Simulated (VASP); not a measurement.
# ScB2N3 (P-62m) in VASP: notebook

Runs on ScB2N3. Level: PBE. Tasks: single point, relaxation of cell and atoms.

All numbers are computed with VASP 6.6.1; they aren't measurements. Logs are shortened: lines on timing, memory, paths and dates and some standing lists are left out, and cuts for length are marked.

### 1 The cell of the first run

Symmetry: P-62m, No. 189, hexagonal system. Conventional cell: a = 4.631 Å, b = 4.631 Å, c = 3.694 Å, α = 90.00°, β = 90.00°, γ = 120.00°. Sc (site symmetry -62m) has 12 N at 2.93 to 2.99 Å and 12 B at 3.25 Å and 2 Sc at 3.69 Å within 3.9 Å. B (site symmetry -6) has 3 N at 1.34 Å within 1.8 Å. Within 1.8 Å of N (site symmetry m2m) lie 2 B at 1.34 Å.

### 2 Single point, PBE

INCAR

```
ALGO = Normal
EDIFF = 1E-6
ENCUT = 520
GGA = PE
ISIF = 2
ISMEAR = 0
LASPH = True
LCHARG = True
LELF = True
LREAL = False
LVHAR = True
LWAVE = False
NBANDS = 25
NELM = 60
PREC = Accurate
SIGMA = 0.1
```

KPOINTS

```
k-points
0
Gamma
  6 6 6
```

POSCAR

```
ScB2N3
1.0
    4.6314382500      0.0000000000      0.0000000000
   -2.3157191300      4.0109431800      0.0000000000
    0.0000000000      0.0000000000      3.6942599300
Sc B N
1 2 3
Direct
    0.0000000000      0.0000000000      0.5000000000
    0.3333333300      0.6666666700      0.0000000000
    0.6666666700      0.3333333300      0.0000000000
    0.4916178700      0.0000000000      0.0000000000
    0.0000000000      0.4916178700      0.0000000000
    0.5083821300      0.5083821300      0.0000000000
```

Potentials or basis: VASP PAW PBE potentials, release 64 (Sc_sv, B, N).

Launch:

```
> cat potpaw_PBE.64/Sc_sv/POTCAR potpaw_PBE.64/B/POTCAR potpaw_PBE.64/N/POTCAR > POTCAR
> mpirun -np 1 vasp_std > vasp.out
```

OUTCAR:

```text
EDIFF = 1E-6
   ENCUT = 520
   GGA = PE
   ISIF = 2
   ISMEAR = 0
   LASPH = True
   LREAL = False
   NELM = 60
   PREC = Accurate

 ion  position               nearest neighbor table
   1  0.000  0.000  0.500-
   2  0.333  0.667  0.000-   4 1.34   5 1.34   6 1.34
   3  0.667  0.333  0.000-   5 1.34   4 1.34   6 1.34
   4  0.492  0.000  0.000-   2 1.34   3 1.34
   5  0.000  0.492  0.000-   3 1.34   2 1.34
   6  0.508  0.508  0.000-   2 1.34   3 1.34

  LATTYP: Found a hexagonal cell.
 ALAT       =     4.6314382500
 C/A-ratio  =     0.7976485339

  Lattice vectors:

 A1 = (   4.6314382500,   0.0000000000,   0.0000000000)
 A2 = (  -2.3157191300,   4.0109431800,   0.0000000000)
 A3 = (   0.0000000000,   0.0000000000,   3.6942599300)

Analysis of symmetry for initial positions (statically):
=====================================================================
 Subroutine PRICEL returns:
 Original cell was already a primitive cell.

 Routine SETGRP: Setting up the symmetry group for a
 hexagonal supercell.

 Subroutine GETGRP returns: Found 12 space group operations
 (whereof 12 operations were pure point group operations)
 out of a pool of 24 trial point group operations.

The static configuration has the point symmetry D_3h.

Analysis of symmetry for dynamics (positions and initial velocities):
=====================================================================
 Subroutine PRICEL returns:
 Original cell was already a primitive cell.

 Routine SETGRP: Setting up the symmetry group for a
 hexagonal supercell.

 Subroutine GETGRP returns: Found 12 space group operations
 (whereof 12 operations were pure point group operations)
 out of a pool of 24 trial point group operations.

The dynamic configuration has the point symmetry D_3h.

 Subroutine INISYM returns: Found 12 space group operations
 (whereof 12 operations are pure point group operations),
 and found     1 'primitive' translations

----------------------------------------------------------------------------------------

                                     Primitive cell

  volume of cell :      68.6262

  direct lattice vectors                    reciprocal lattice vectors
     4.631438250  0.000000000  0.000000000     0.215915650  0.124658959  0.000000000
    -2.315719130  4.010943180  0.000000000     0.000000000  0.249317917  0.000000000
     0.000000000  0.000000000  3.694259930     0.000000000  0.000000000  0.270690211

  length of vectors
     4.631438250  4.631438252  3.694259930     0.249317917  0.249317917  0.270690211

  position of ions in fractional coordinates (direct lattice)
     0.000000000  0.000000000  0.500000000
     0.333333330  0.666666670  0.000000000
     0.666666670  0.333333330  0.000000000
     0.491617870  0.000000000  0.000000000
     0.000000000  0.491617870  0.000000000
     0.508382130  0.508382130  0.000000000

  ion indices of the primitive-cell ions
   primitive index   ion index
                 1           1
                 2           2
                 3           3
                 4           4
                 5           5
                 6           6

----------------------------------------------------------------------------------------

 KPOINTS: k-points

Automatic generation of k-mesh.
 Grid dimensions read from file:
 generate k-points for:    6    6    6

 Generating k-lattice:

  Cartesian coordinates                     Fractional coordinates (reciprocal lattice)
     0.035985942  0.020776493  0.000000000     0.166666667  0.000000000  0.000000000
     0.000000000  0.041552986  0.000000000     0.000000000  0.166666667  0.000000000
     0.000000000  0.000000000  0.045115035     0.000000000  0.000000000  0.166666667

  Length of vectors
     0.041552986  0.041552986  0.045115035

  Shift w.r.t. Gamma in fractional coordinates (k-lattice)
     0.000000000  0.000000000  0.000000000

 Subroutine IBZKPT returns following result:
 ===========================================

 Found     28 irreducible k-points:

 Following reciprocal coordinates:
            Coordinates               Weight
  0.000000  0.000000  0.000000      1.000000
  0.166667 -0.000000  0.000000      6.000000
  0.333333 -0.000000  0.000000      6.000000
  0.500000 -0.000000  0.000000      3.000000
  0.166667  0.166667  0.000000      6.000000
  0.333333  0.166667  0.000000     12.000000
[... 16 lines left out ...]
  0.166667 -0.000000  0.500000      6.000000
  0.333333 -0.000000  0.500000      6.000000
 [... further k-points ...]
   k-points           NKPTS =     28   k-points in BZ     NKDIM =     28   number of bands    NBANDS=     25
   number of dos      NEDOS =    301   number of ions     NIONS =      6
   total plane-waves  NPLWV =  36288
   dimension x,y,z NGX =    36 NGY =   36 NGZ =   28
   dimension x,y,z NGXF=    72 NGYF=   72 NGZF=   56
   ions per type =               1   2   3
   NGX,Y,Z   is equivalent  to a cutoff of  12.92, 12.92, 12.60 a.u.
   NGXF,Y,Z  is equivalent  to a cutoff of  25.84, 25.84, 25.20 a.u.
 SYSTEM =  unknown system
   PREC   = accura    normal or accurate (medium, high low for compatibility)
   ISTART =      0    job   : 0-new  1-cont  2-samecut
   ICHARG =      2    charge: 1-file 2-atom 10-const
   ISPIN  =      1    spin polarized calculation?
   LNONCOLLINEAR =      F non collinear calculations
   LSORBIT =      F    spin-orbit coupling
   LASPH  =      T    aspherical Exc in radial PAW
   ENCUT  =  520.0 eV  38.22 Ry    6.18 a.u.   8.61  8.61  6.87*2*pi/ulx,y,z
   NELM   =     60;   NELMIN=  2; NELMDL= -5     # of ELM steps
   EDIFF  = 0.1E-05   stopping-criterion for ELM
   LREAL  =      F    real-space projection
   EDIFFG = 0.1E-04   stopping-criterion for IOM
   NSW    =      0    number of steps for IOM
   IBRION =     -1    ionic relax: 0-MD 1-quasi-New 2-CG
   NFREE  =      0    steps in history (QN), initial steepest desc. (CG)
   ISIF   =      2    stress and relaxation
   ISYM   =      2    0-nonsym 1-usesym 2-fastsym
   POTIM  = 0.5000    time-step for ionic-motion
   TEBEG  =    0.0;   TEEND  =   0.0 temperature during run
   PSTRESS=    0.0 pullay stress
   NELECT =      32.0000    total number of electrons
   NUPDOWN=      -1.0000    fix difference up-down
   EMIN   =  10.00;   EMAX   =-10.00  energy-range for DOS
   EFERMI =   0.00;   METHOD = LEGACY
   ISMEAR =     0;   SIGMA  =   0.10  broadening in eV -4-tet -1-fermi 0-gaus
   EFERMI_NEDOS =   21; number of points for ismear=-14 and -15
   IALGO  =     38    algorithm
   IMIX   =      4    mixing-type and parameters
     AMIX     =   0.40;   BMIX     =  1.00
     AMIX_MAG =   1.60;   BMIX_MAG =  1.00
  volume/ion in A,a.u.               =      11.44        77.19
  Fermi-wavevector in a.u.,A,eV,Ry     =   1.269487  2.398982 21.927107  1.611597
  Thomas-Fermi vector in A             =   2.402525
   LORBIT       =      0    0 simple, 1 ext, 2 COOP (PROOUT), +10 PAW based schemes
   GGA     = PE    functional components
   LHFCALC =     F    Hartree Fock is set to
   AEXX    =    0.0000 exact exchange contribution
   IVDW    =     0    specifies the selected vdW correction
   LEPSILON=     F    determine dielectric tensor
   LRPA    =     F    only Hartree local field effects (RPA)
 non-spin polarized calculation
 Gauss-broadening in eV      SIGMA  =   0.10
  energy-cutoff  :      520.00
  volume of cell :       68.63
 maximum number of plane-waves:      1868
 NGX is ok and might be reduce to    36
   NGX = 17   NGY = 17   NGZ = 13

 number of electron      31.9999999 magnetization

 Free energy of the ion-electron system (eV)
  ---------------------------------------------------
  ext. energy  EPLUGINS =         0.00000000
  ---------------------------------------------------
  free energy    TOTEN  =       -45.99468268 eV

  energy without entropy =      -45.98327490  energy(sigma->0) =      -45.98897879

 E-fermi :   4.6754     XC(G=0): -10.0212

 val. band max:        4.6519195216   @ k =   0.0000   0.0000   0.0000
 cond. band min:       4.6905625577   @ k =   0.1667  -0.0000   0.0000
 fundamental gap:      0.0386430361
 Fermi energy:         4.6753521218

 k-point     1 :       0.0000    0.0000    0.0000
  band No.  band energies     occupation
      1     -46.9568      2.00000
      2     -25.5646      2.00000
      3     -25.5646      2.00000
      4     -25.4123      2.00000
      5     -14.1901      2.00000
      6     -10.8126      2.00000
[... 17 lines left out ...]
     24      11.3747      0.00000
     25      13.5400      0.00000

 k-point     2 :       0.1667   -0.0000    0.0000
  band No.  band energies     occupation
      1     -46.9567      2.00000
      2     -25.5665      2.00000
      3     -25.5651      2.00000
      4     -25.4120      2.00000
      5     -14.0542      2.00000
      6     -11.1973      2.00000
[... 17 lines left out ...]
     24      10.9330      0.00000
     25      12.7374      0.00000

 k-point     3 :       0.3333   -0.0000    0.0000
  band No.  band energies     occupation
      1     -46.9566      2.00000
      2     -25.5703      2.00000
      3     -25.5661      2.00000
      4     -25.4116      2.00000
      5     -13.6781      2.00000
      6     -11.9628      2.00000
[... 17 lines left out ...]
     24       9.4988      0.00000
     25      12.1470      0.00000

 k-point     4 :       0.5000   -0.0000    0.0000
  band No.  band energies     occupation
      1     -46.9566      2.00000
      2     -25.5722      2.00000
      3     -25.5666      2.00000
      4     -25.4114      2.00000
      5     -13.3285      2.00000
      6     -12.4736      2.00000
[... 17 lines left out ...]
     24      10.4711      0.00000
     25      11.7185      0.00000
[... 477 lines left out ...]
 k-point    22 :       0.0000    0.0000    0.5000
  band No.  band energies     occupation
      1     -46.9533      2.00000
      2     -25.5588      2.00000
      3     -25.5588      2.00000
      4     -25.4681      2.00000
      5     -13.9936      2.00000
      6     -10.7237      2.00000
[... 17 lines left out ...]
     24       9.4916      0.00000
     25      11.3714      0.00000

 k-point    23 :       0.1667   -0.0000    0.5000
  band No.  band energies     occupation
      1     -46.9533      2.00000
      2     -25.5602      2.00000
      3     -25.5592      2.00000
      4     -25.4675      2.00000
      5     -13.8720      2.00000
      6     -11.1016      2.00000
[... 17 lines left out ...]
     24       9.2037      0.00000
     25      11.3498      0.00000

 k-point    24 :       0.3333   -0.0000    0.5000
  band No.  band energies     occupation
      1     -46.9532      2.00000
      2     -25.5630      2.00000
      3     -25.5599      2.00000
      4     -25.4662      2.00000
      5     -13.5342      2.00000
      6     -11.8463      2.00000
[... 17 lines left out ...]
     24      10.0852      0.00000
     25      11.3020      0.00000

 [... further k-points ...]
[... 5 lines left out ...]
  --------------------------------------------------------------------------------------
  -------------------------------------------------------------------------------------
  Total       18.0086342     18.0086342    -10.6194457     -0.0000000     -0.0000000     -0.0000000
  in kB      420.4375750    420.4375749   -247.9262979     -0.0000005     -0.0000000     -0.0000000
  external PRESSURE =     197.6496173 kB  Pullay stress =       0.0000000 kB

 VOLUME and BASIS-vectors are now :
 -----------------------------------------------------------------------------
  energy-cutoff  :      520.00
  volume of cell :       68.63
      direct lattice vectors                 reciprocal lattice vectors
     4.631438250  0.000000000  0.000000000     0.215915650  0.124658959  0.000000000
    -2.315719130  4.010943180  0.000000000     0.000000000  0.249317917  0.000000000
     0.000000000  0.000000000  3.694259930     0.000000000  0.000000000  0.270690211

 POSITION                                       TOTAL-FORCE (eV/Angst)
 -----------------------------------------------------------------------------------
      0.00000      0.00000      1.84713        -0.000000      0.000000      0.000000
     -0.00000      2.67396      0.00000        -0.000000      0.000000      0.000000
      2.31572      1.33698      0.00000        -0.000000      0.000000      0.000000
      2.27690      0.00000      0.00000        -0.879544      0.000000      0.000000
     -1.13845      1.97185      0.00000         0.439772     -0.761708      0.000000
      1.17727      2.03909      0.00000         0.439772      0.761708     -0.000000
 -----------------------------------------------------------------------------------
    total drift:                               -0.000008     -0.000014     -0.000001

  FREE ENERGIE OF THE ION-ELECTRON SYSTEM (eV)
  ---------------------------------------------------
  free  energy   TOTEN  =       -45.9946826812 eV

  energy  without entropy=      -45.9832748964  energy(sigma->0) =      -45.98897879
```

Wall time 60 s (1 thread of Intel Xeon Platinum 8259CL at 2.50GHz (Skylake/Cascade Lake), shared host); peak memory 0.2 GiB.

What came out:

| Quantity | Value |
| --- | --- |
| Free energy | -45.9947 eV |
| Pressure | 19.8 GPa |
| Largest force | 0.880 eV/Å |
| Band gap on the k mesh | zero (band 16 reaches 5.24 eV, above the bottom of band 17 at 4.42 eV) |

Forces on the atoms (eV/Å):
```
Sc   0.000  0.000  0.000
B    0.000  0.000  0.000
B    0.000  0.000  0.000
N   -0.880  0.000  0.000
N    0.440 -0.762  0.000
N    0.440  0.762  0.000
```

Levels at points of the mesh, in eV from the Fermi level:
| k point | band 13 | band 14 | band 15 | band 16 | band 17 | band 18 | band 19 | band 20 |
| --- | --- | --- | --- | --- | --- | --- | --- | --- |
| (0.00, 0.00, 0.00) | -2.12 | -1.63 | -1.63 | -0.82 | -0.02 | 0.37 | 0.37 | 0.68 |
| (0.50, 0.00, 0.00) | -4.12 | -2.87 | -1.97 | -0.87 | 0.02 | 0.21 | 1.17 | 1.29 |
| (0.00, 0.00, 0.50) | -2.92 | -2.50 | -2.50 | 0.54 | 0.96 | 1.02 | 1.34 | 1.34 |
| (0.50, 0.00, 0.50) | -3.84 | -3.18 | -2.59 | -0.29 | 0.53 | 0.54 | 0.60 | 1.16 |

(Part 1 of 2 ends here.)
